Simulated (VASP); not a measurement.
# SiC (P1) in VASP: further runs, part 2 of 2

VASP 6.6.1. Earlier steps stand in the parts before.

## Step 4: Single point, PBEsol (mode 4 frozen in at -0.024 Å and mode 5 at -0.012 Å (largest displacements))

The input, INCAR:

```
SYSTEM = SiC
PREC = Accurate
ENCUT = 520
EDIFF = 1E-6
ISMEAR = 0
SIGMA = 0.05
LREAL = .False.
LASPH = .True.
NELM = 60
ALGO = Normal
ISIF = 2
LWAVE = .False.
LCHARG = .True.
GGA = PS
LELF = .True.
LVHAR = .True.
NBANDS = 11
```

The input, KPOINTS:

```
Automatic mesh
0
Gamma
  10 10 10
  0 0 0
```

The input, POSCAR:

```
SiC
1.0
    0.0000000000      2.1783945700      2.1783945700
    2.1783945700      0.0000000000      2.1783945700
    2.1783945700      2.1783945700      0.0000000000
Si C
1 1
Direct
   -0.0011779299      0.0035337897      0.0011779299
    0.7527543220      0.7417370341      0.7472456780
```

Potentials or basis: VASP PAW PBE potentials, release 64 (Si, C).

Started as:

```bash
cat potpaw_PBE.64/Si/POTCAR potpaw_PBE.64/C/POTCAR > POTCAR
mpirun -np 1 vasp_std > vasp.out
```

OUTCAR:

```text
SYSTEM = SiC
   PREC = Accurate
   ENCUT = 520
   EDIFF = 1E-6
   ISMEAR = 0
   LREAL = .False.
   LASPH = .True.
   NELM = 60
   ISIF = 2
   GGA = PS

 ion  position               nearest neighbor table
   1  0.999  0.004  0.001-   2 1.86   2 1.88   2 1.90   2 1.92
   2  0.753  0.742  0.747-   1 1.86   1 1.88   1 1.90   1 1.92

  LATTYP: Found a face centered cubic cell.
 ALAT       =     4.3567891400

  Lattice vectors:

 A1 = (   0.0000000000,   2.1783945700,   2.1783945700)
 A2 = (   2.1783945700,   0.0000000000,   2.1783945700)
 A3 = (   2.1783945700,   2.1783945700,   0.0000000000)

Analysis of symmetry for initial positions (statically):
=====================================================================
 Subroutine PRICEL returns:
 Original cell was already a primitive cell.

 Routine SETGRP: Setting up the symmetry group for a
 face centered cubic supercell.

 Subroutine GETGRP returns: Found  1 space group operations
 (whereof  1 operations were pure point group operations)
 out of a pool of 48 trial point group operations.

The static configuration has the point symmetry C_1 .

Analysis of symmetry for dynamics (positions and initial velocities):
=====================================================================
 Subroutine PRICEL returns:
 Original cell was already a primitive cell.

 Routine SETGRP: Setting up the symmetry group for a
 face centered cubic supercell.

 Subroutine GETGRP returns: Found  1 space group operations
 (whereof  1 operations were pure point group operations)
 out of a pool of 48 trial point group operations.

The dynamic configuration has the point symmetry C_1 .

 Subroutine INISYM returns: Found  1 space group operations
 (whereof  1 operations are pure point group operations),
 and found     1 'primitive' translations

----------------------------------------------------------------------------------------

                                     Primitive cell

  volume of cell :      20.6747

  direct lattice vectors                    reciprocal lattice vectors
     0.000000000  2.178394570  2.178394570    -0.229526830  0.229526830  0.229526830
     2.178394570  0.000000000  2.178394570     0.229526830 -0.229526830  0.229526830
     2.178394570  2.178394570  0.000000000     0.229526830  0.229526830 -0.229526830

  length of vectors
     3.080715145  3.080715145  3.080715145     0.397552131  0.397552131  0.397552131

  position of ions in fractional coordinates (direct lattice)
     0.998822070  0.003533790  0.001177930
     0.752754322  0.741737034  0.747245678

  ion indices of the primitive-cell ions
   primitive index   ion index
                 1           1
                 2           2

----------------------------------------------------------------------------------------

 KPOINTS: Automatic mesh

Automatic generation of k-mesh.
 Grid dimensions read from file:
 generate k-points for:   10   10   10

 Generating k-lattice:

  Cartesian coordinates                     Fractional coordinates (reciprocal lattice)
    -0.022952683  0.022952683  0.022952683     0.100000000  0.000000000  0.000000000
     0.022952683 -0.022952683  0.022952683     0.000000000  0.100000000  0.000000000
     0.022952683  0.022952683 -0.022952683     0.000000000  0.000000000  0.100000000

  Length of vectors
     0.039755213  0.039755213  0.039755213

  Shift w.r.t. Gamma in fractional coordinates (k-lattice)
     0.000000000  0.000000000  0.000000000

 Subroutine IBZKPT returns following result:
 ===========================================

 Found    504 irreducible k-points:

 Following reciprocal coordinates:
            Coordinates               Weight
  0.000000  0.000000  0.000000      1.000000
  0.100000  0.000000  0.000000      2.000000
  0.000000  0.100000  0.000000      2.000000
  0.000000  0.000000  0.100000      2.000000
  0.100000  0.100000  0.100000      2.000000
  0.200000  0.000000  0.000000      2.000000
[... 16 lines left out ...]
  0.000000  0.100000  0.100000      2.000000
  0.100000  0.000000  0.100000      2.000000
 [... further k-points ...]
   k-points           NKPTS =    504   k-points in BZ     NKDIM =    504   number of bands    NBANDS=     11
   number of dos      NEDOS =    301   number of ions     NIONS =      2
   total plane-waves  NPLWV =  13824
   dimension x,y,z NGX =    24 NGY =   24 NGZ =   24
   dimension x,y,z NGXF=    48 NGYF=   48 NGZF=   48
   ions per type =               1   1
   NGX,Y,Z   is equivalent  to a cutoff of  12.95, 12.95, 12.95 a.u.
   NGXF,Y,Z  is equivalent  to a cutoff of  25.90, 25.90, 25.90 a.u.
 SYSTEM =  SiC
   PREC   = accura    normal or accurate (medium, high low for compatibility)
   ISTART =      0    job   : 0-new  1-cont  2-samecut
   ICHARG =      2    charge: 1-file 2-atom 10-const
   ISPIN  =      1    spin polarized calculation?
   LNONCOLLINEAR =      F non collinear calculations
   LSORBIT =      F    spin-orbit coupling
   LASPH  =      T    aspherical Exc in radial PAW
   ENCUT  =  520.0 eV  38.22 Ry    6.18 a.u.   5.73  5.73  5.73*2*pi/ulx,y,z
   NELM   =     60;   NELMIN=  2; NELMDL= -5     # of ELM steps
   EDIFF  = 0.1E-05   stopping-criterion for ELM
   LREAL  =      F    real-space projection
   EDIFFG = 0.1E-04   stopping-criterion for IOM
   NSW    =      0    number of steps for IOM
   IBRION =     -1    ionic relax: 0-MD 1-quasi-New 2-CG
   NFREE  =      0    steps in history (QN), initial steepest desc. (CG)
   ISIF   =      2    stress and relaxation
   ISYM   =      2    0-nonsym 1-usesym 2-fastsym
   POTIM  = 0.5000    time-step for ionic-motion
   TEBEG  =    0.0;   TEEND  =   0.0 temperature during run
   PSTRESS=    0.0 pullay stress
   NELECT =       8.0000    total number of electrons
   NUPDOWN=      -1.0000    fix difference up-down
   EMIN   =  10.00;   EMAX   =-10.00  energy-range for DOS
   EFERMI =   0.00;   METHOD = LEGACY
   ISMEAR =     0;   SIGMA  =   0.05  broadening in eV -4-tet -1-fermi 0-gaus
   EFERMI_NEDOS =   21; number of points for ismear=-14 and -15
   IALGO  =     38    algorithm
   IMIX   =      4    mixing-type and parameters
     AMIX     =   0.40;   BMIX     =  1.00
     AMIX_MAG =   1.60;   BMIX_MAG =  1.00
  volume/ion in A,a.u.               =      10.34        69.76
  Fermi-wavevector in a.u.,A,eV,Ry     =   1.192957  2.254363 19.363097  1.423147
  Thomas-Fermi vector in A             =   2.328983
   LORBIT       =      0    0 simple, 1 ext, 2 COOP (PROOUT), +10 PAW based schemes
   GGA     = PS    functional components
   LHFCALC =     F    Hartree Fock is set to
   AEXX    =    0.0000 exact exchange contribution
   IVDW    =     0    specifies the selected vdW correction
   LEPSILON=     F    determine dielectric tensor
   LRPA    =     F    only Hartree local field effects (RPA)
 non-spin polarized calculation
 Gauss-broadening in eV      SIGMA  =   0.05
  energy-cutoff  :      520.00
  volume of cell :       20.67
 maximum number of plane-waves:       568
   NGX = 11   NGY = 11   NGZ = 11

 number of electron       8.0000000 magnetization

 Free energy of the ion-electron system (eV)
  ---------------------------------------------------
  ext. energy  EPLUGINS =         0.00000000
  ---------------------------------------------------
  free energy    TOTEN  =       -15.90085817 eV

  energy without entropy =      -15.90085817  energy(sigma->0) =      -15.90085817

 E-fermi :   8.5615     XC(G=0): -11.5085

 val. band max:        8.2427818231   @ k =   0.0000   0.0000   0.0000
 cond. band min:       9.2947294815   @ k =   0.5000   0.0000   0.5000
 fundamental gap:      1.0519476584
 Fermi energy:         8.5615359177

 k-point     1 :       0.0000    0.0000    0.0000
  band No.  band energies     occupation
      1      -7.3658      2.00000
      2       7.8809      2.00000
      3       8.0672      2.00000
      4       8.2428      2.00000
      5      14.2558      0.00000
      6      15.2455      0.00000
      7      15.3107      0.00000
      8      15.3941      0.00000
      9      22.5233      0.00000
     10      22.5243      0.00000
     11      24.3343      0.00000
[... 309 lines left out ...]
 k-point    24 :       0.1000    0.0000    0.1000
  band No.  band energies     occupation
      1      -7.1041      2.00000
      2       7.2243      2.00000
      3       7.5883      2.00000
      4       7.6684      2.00000
      5      14.4679      0.00000
      6      15.0511      0.00000
      7      16.0197      0.00000
      8      16.0457      0.00000
      9      20.1002      0.00000
     10      22.8185      0.00000
     11      25.3222      0.00000

 [... further k-points ...]
[... 5 lines left out ...]
  --------------------------------------------------------------------------------------
  -------------------------------------------------------------------------------------
  Total        0.0521781      0.0807275      0.0735439     -0.1481964     -0.2956225      0.0228035
  in kB        4.0435135      6.2559401      5.6992490    -11.4844116    -22.9091187      1.7671430
  external PRESSURE =       5.3329009 kB  Pullay stress =       0.0000000 kB

 VOLUME and BASIS-vectors are now :
 -----------------------------------------------------------------------------
  energy-cutoff  :      520.00
  volume of cell :       20.67
      direct lattice vectors                 reciprocal lattice vectors
     0.000000000  2.178394570  2.178394570    -0.229526830  0.229526830  0.229526830
     2.178394570  0.000000000  2.178394570     0.229526830 -0.229526830  0.229526830
     2.178394570  2.178394570  0.000000000     0.229526830  0.229526830 -0.229526830

 POSITION                                       TOTAL-FORCE (eV/Angst)
 -----------------------------------------------------------------------------------
      0.01026      2.17839      2.18353        -0.657638      0.040724     -0.330011
      3.24359      3.26759      3.25559         0.657638     -0.040724      0.330011
 -----------------------------------------------------------------------------------
    total drift:                                0.000097      0.000001      0.000037

  FREE ENERGIE OF THE ION-ELECTRON SYSTEM (eV)
  ---------------------------------------------------
  free  energy   TOTEN  =       -15.9008581726 eV

  energy  without entropy=      -15.9008581726  energy(sigma->0) =      -15.90085817
```

OSZICAR:

```text
N       E                     dE             d eps       ncg     rms          rms(c)
DAV:   1     0.262826955896E+01    0.26283E+01   -0.39842E+03 11579   0.614E+02
DAV:   2    -0.171089648726E+02   -0.19737E+02   -0.18846E+02 13803   0.110E+02
DAV:   3    -0.177030959719E+02   -0.59413E+00   -0.59292E+00 13644   0.158E+01
DAV:   4    -0.177053253828E+02   -0.22294E-02   -0.22292E-02 12744   0.122E+00
DAV:   5    -0.177053352258E+02   -0.98430E-05   -0.98429E-05 13635   0.754E-02    0.876E+00
DAV:   6    -0.159807183854E+02    0.17246E+01   -0.60621E+00 12558   0.109E+01    0.394E+00
DAV:   7    -0.159155050198E+02    0.65213E-01   -0.37447E-01 13272   0.345E+00    0.177E+00
DAV:   8    -0.159010381931E+02    0.14467E-01   -0.21127E-02 12732   0.924E-01    0.164E-01
DAV:   9    -0.159008127181E+02    0.22547E-03   -0.17419E-03 13660   0.221E-01    0.110E-01
DAV:  10    -0.159008576760E+02   -0.44958E-04   -0.12510E-04 12510   0.706E-02    0.257E-02
DAV:  11    -0.159008579344E+02   -0.25844E-06   -0.11895E-05 13386   0.191E-02    0.571E-03
DAV:  12    -0.159008581726E+02   -0.23815E-06   -0.65950E-07  7512   0.503E-03
   1 F= -.15900858E+02 E0= -.15900858E+02  d E =-.630874E-22
```

stdout:

```text
POSCAR found type information on POSCAR SiC
 POSCAR found :  2 types and       2 ions
 scaLAPACK will be used
 -----------------------------------------------------------------------------
|                                                                             |
|                                                                             |
|     You enforced a specific xc type in the INCAR file but a different       |
|     I HOPE YOU KNOW WHAT YOU ARE DOING!                                     |
|                                                                             |
 -----------------------------------------------------------------------------

 LDA part: xc-table for (Slater+PW92), standard interpolation
 POSCAR, INCAR and KPOINTS ok, starting setup
 FFT: planning ... GRIDC
 FFT: planning ... GRID_SOFT
 FFT: planning ... GRID
 WAVECAR not read
 entering main loop
```

Run time: 25 s. Hardware: 1 thread of Intel Xeon 6975P-C (Granite Rapids), shared host; peak memory 0.22 GiB.

Results:

| Item | Value |
| --- | --- |
| Free energy | -15.9009 eV |
| Pressure | 0.5 GPa |
| Largest force | 0.737 eV/Å |
| Band gap on the k mesh | 1.05 eV, indirect (least direct gap 4.36 eV) |

Forces in eV/Å, atoms in the order of the input:
```
Si  -0.658  0.041 -0.330
C    0.658 -0.041  0.330
```

Stress tensor (GPa, compression positive):
```
 0.40 -1.15  0.18
-1.15  0.63 -2.29
 0.18 -2.29  0.57
```

Levels at points of the mesh, in eV from the valence-band top:
| k point | band 1 | band 2 | band 3 | band 4 | band 5 | band 6 | band 7 | band 8 | band 9 |
| --- | --- | --- | --- | --- | --- | --- | --- | --- | --- |
| (0.00, 0.00, 0.00) | -15.61 | -0.36 | -0.18 | 0.00 | 6.01 | 7.00 | 7.07 | 7.15 | 14.28 |
| (0.50, 0.00, 0.00) | -12.02 | -8.75 | -1.39 | -1.11 | 5.20 | 6.78 | 7.12 | 9.74 | 15.84 |
| (0.00, 0.50, 0.00) | -11.96 | -8.88 | -1.27 | -1.09 | 5.20 | 6.91 | 7.13 | 9.73 | 15.79 |
| (0.00, 0.00, 0.50) | -11.99 | -8.81 | -1.35 | -1.08 | 5.19 | 6.81 | 7.15 | 9.74 | 15.81 |
| (0.50, 0.50, 0.50) | -12.04 | -8.68 | -1.38 | -1.19 | 5.21 | 6.81 | 7.03 | 9.74 | 15.86 |
| (0.50, 0.50, 0.00) | -10.54 | -8.01 | -3.43 | -3.34 | 1.05 | 4.02 | 13.78 | 13.80 | 14.51 |
| (0.00, 0.50, 0.50) | -10.54 | -8.01 | -3.47 | -3.31 | 1.05 | 4.02 | 13.78 | 13.79 | 14.51 |
| (0.50, 0.00, 0.50) | -10.54 | -8.02 | -3.39 | -3.38 | 1.05 | 4.02 | 13.79 | 13.79 | 14.51 |

Caveat: the cell differs from its parent crystal (mode 4 frozen in at -0.024 Å and mode 5 at -0.012 Å (largest displacements)); the PAW data sets were made with another functional, which shifts forces and pressure a little.

## Step 5: Single point, PBEsol (mode 4 frozen in at -0.048 Å and mode 5 at -0.024 Å (largest displacements))

The input, INCAR:

```
  PREC = Accurate
  ENCUT = 520
  EDIFF = 1E-6
  ISMEAR = 0
  SIGMA = 0.05
  LREAL = F
  LASPH = T
  NELM = 80
  ALGO = Normal
  ISIF = 2
  LWAVE = F
  LCHARG = T
  GGA = PS
  LELF = T
  LVHAR = T
  NBANDS = 11
```

The input, KPOINTS:

```
Automatic mesh
0
Gamma
  10 10 10
```

The input, POSCAR:

```
SiC
1.0
    0.0000000000      2.1783945700      2.1783945700
    2.1783945700      0.0000000000      2.1783945700
    2.1783945700      2.1783945700      0.0000000000
Si C
1 1
Direct
   -0.0023558598      0.0070675794      0.0023558598
    0.7555086439      0.7334740682      0.7444913561
```

Potentials or basis: VASP PAW PBE potentials, release 64 (Si, C).

Started as:

```bash
cat potpaw_PBE.64/Si/POTCAR potpaw_PBE.64/C/POTCAR > POTCAR
mpirun -np 1 vasp_std > vasp.out
```

OUTCAR:

```text
PREC = Accurate
   ENCUT = 520
   EDIFF = 1E-6
   ISMEAR = 0
   LREAL = F
   LASPH = T
   NELM = 80
   ISIF = 2
   GGA = PS

 ion  position               nearest neighbor table
   1  0.998  0.007  0.002-   2 1.83   2 1.87   2 1.91   2 1.95
   2  0.756  0.733  0.744-   1 1.83   1 1.87   1 1.91   1 1.95

  LATTYP: Found a face centered cubic cell.
 ALAT       =     4.3567891400

  Lattice vectors:

 A1 = (   0.0000000000,   2.1783945700,   2.1783945700)
 A2 = (   2.1783945700,   0.0000000000,   2.1783945700)
 A3 = (   2.1783945700,   2.1783945700,   0.0000000000)

Analysis of symmetry for initial positions (statically):
=====================================================================
 Subroutine PRICEL returns:
 Original cell was already a primitive cell.

 Routine SETGRP: Setting up the symmetry group for a
 face centered cubic supercell.

 Subroutine GETGRP returns: Found  1 space group operations
 (whereof  1 operations were pure point group operations)
 out of a pool of 48 trial point group operations.

The static configuration has the point symmetry C_1 .

Analysis of symmetry for dynamics (positions and initial velocities):
[... 165 lines left out ...]

 k-point     1 :       0.0000    0.0000    0.0000
  band No.  band energies     occupation
      1      -7.3689      2.00000
      2       7.6898      2.00000
      3       8.0710      2.00000
      4       8.4094      2.00000
      5      14.2348      0.00000
      6      15.1905      0.00000
      7      15.3006      0.00000
      8      15.4833      0.00000
      9      22.5124      0.00000
     10      22.5158      0.00000
     11      24.3110      0.00000
[... 309 lines left out ...]
 k-point    24 :       0.1000    0.0000    0.1000
  band No.  band energies     occupation
      1      -7.1073      2.00000
      2       7.0649      2.00000
      3       7.5914      2.00000
      4       7.8104      2.00000
      5      14.4609      0.00000
      6      14.9979      0.00000
      7      16.0072      0.00000
      8      16.1063      0.00000
      9      20.1003      0.00000
     10      22.8111      0.00000
     11      25.2824      0.00000

 [... further k-points ...]
[... 5 lines left out ...]
  --------------------------------------------------------------------------------------
  -------------------------------------------------------------------------------------
  Total        0.0694185      0.1840664      0.1547293     -0.3007667     -0.5954219      0.0910319
  in kB        5.3795554     14.2641346     11.9906700    -23.3077679    -46.1419280      7.0544756
  external PRESSURE =      10.5447866 kB  Pullay stress =       0.0000000 kB

 VOLUME and BASIS-vectors are now :
 -----------------------------------------------------------------------------
  energy-cutoff  :      520.00
  volume of cell :       20.67
      direct lattice vectors                 reciprocal lattice vectors
     0.000000000  2.178394570  2.178394570    -0.229526830  0.229526830  0.229526830
     2.178394570  0.000000000  2.178394570     0.229526830 -0.229526830  0.229526830
     2.178394570  2.178394570  0.000000000     0.229526830  0.229526830 -0.229526830

 POSITION                                       TOTAL-FORCE (eV/Angst)
 -----------------------------------------------------------------------------------
      0.02053      2.17839      2.18866        -1.312689      0.163219     -0.665874
      3.21959      3.26759      3.24359         1.312689     -0.163219      0.665874
 -----------------------------------------------------------------------------------
    total drift:                                0.000071     -0.000007     -0.000036

  FREE ENERGIE OF THE ION-ELECTRON SYSTEM (eV)
  ---------------------------------------------------
  free  energy   TOTEN  =       -15.8585791725 eV

  energy  without entropy=      -15.8585791725  energy(sigma->0) =      -15.85857917
```

It took 25 s on 1 thread of Intel Xeon 6975P-C (Granite Rapids), shared host; peak memory 0.22 GiB.

What came out:

```
Free energy            : -15.8586 eV
Pressure               : 1.1 GPa
Largest force          : 1.481 eV/Å
Band gap on the k mesh : 0.87 eV, indirect (least direct gap 4.27 eV)
```

Forces in eV/Å, atoms in the order of the input:
```
Si  -1.313  0.163 -0.666
C    1.313 -0.163  0.666
```

Caveat: the cell differs from its parent crystal (mode 4 frozen in at -0.048 Å and mode 5 at -0.024 Å (largest displacements)); the PAW data sets were made with another functional, which shifts forces and pressure a little. A k mesh can miss the band edges.
